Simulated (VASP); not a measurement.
Wanted: the native input for a VASP 6.6.1 run.

* Task: relaxation of cell and atoms
* Functional: PBE
* Potentials or basis: VASP PAW PBE potentials, release 64 (Ge_d, Sb)
* Cutoff: 600 eV
* k mesh: 12 × 12 × 14
* Occupations: gaussian, width 0.1 eV
* Spin: no spin polarisation
* Dipole correction: no
* Further INCAR settings: ALGO = Fast; EDIFF = 1e-06; IBRION = 2; EDIFFG = -0.01; NSW = 100; ISIF = 3

The structure of GeSb2 lies in POSCAR:

```
GeSb2
1.0
    5.2287975108      0.0000000000      0.0000000000
   -2.6143987554      4.5282714756      0.0000000000
    0.0000000000      0.0000000000      3.2846543811
Ge Sb
1 2
Direct
    0.0000000000      0.0000000000      0.0000000000
    0.3333333333      0.6666666667      0.5000000000
    0.6666666667      0.3333333333      0.5000000000
```

One way to write it, as run:

INCAR

```
PREC     = Accurate       # precision mode
ENCUT    = 600            # plane-wave cutoff, eV
EDIFF    = 1E-6           # SCF threshold, eV
ISMEAR   = 0              # smearing method
SIGMA    = 0.1            # smearing width, eV
LREAL    = False          # projectors in reciprocal space
LASPH    = True           # aspherical terms in the spheres
NELM     = 80             # most SCF steps
ALGO     = Fast           # electronic algorithm
ISIF     = 3              # what is computed and relaxed
LWAVE    = False          # write WAVECAR
LCHARG   = False          # write CHGCAR
GGA      = PE             # functional
IBRION   = 2              # ionic algorithm
NSW      = 100            # ionic steps
EDIFFG   = -0.01          # ionic threshold
```

KPOINTS

```
regular mesh
0
Gamma
  12 12 14
```

Potentials or basis: VASP PAW PBE potentials, release 64 (Ge_d, Sb).

Command:

```sh
$ cat potpaw_PBE.64/Ge_d/POTCAR potpaw_PBE.64/Sb/POTCAR > POTCAR
$ mpirun -np 1 vasp_std > vasp.out
```

It gave:

```yaml
Relaxed_volume: 25.82 Å³/atom
Relaxed_cell: a = 5.391 Å, b = 5.391 Å, c = 3.077 Å, α = 90.00°, β = 90.00°, γ = 120.00°
Space_group_after_relaxing_to_0.1_Å: P6/mmm (No. 191)
Energy_gained_by_relaxing: 32.8 meV/atom
Ionic_steps: 13
Pressure_after_relaxing: 0.0 GPa
Band_gap_on_the_k_mesh: zero (bands 12 and 13 overlap by 4.66 eV)
```

Caveat: spin-orbit coupling is left out, which moves the levels of the heavy elements.

Run time: 28 min on 1 thread of Oxide Virtual Turin-like Processor, with other jobs on the host, peak memory 0.39 GiB.
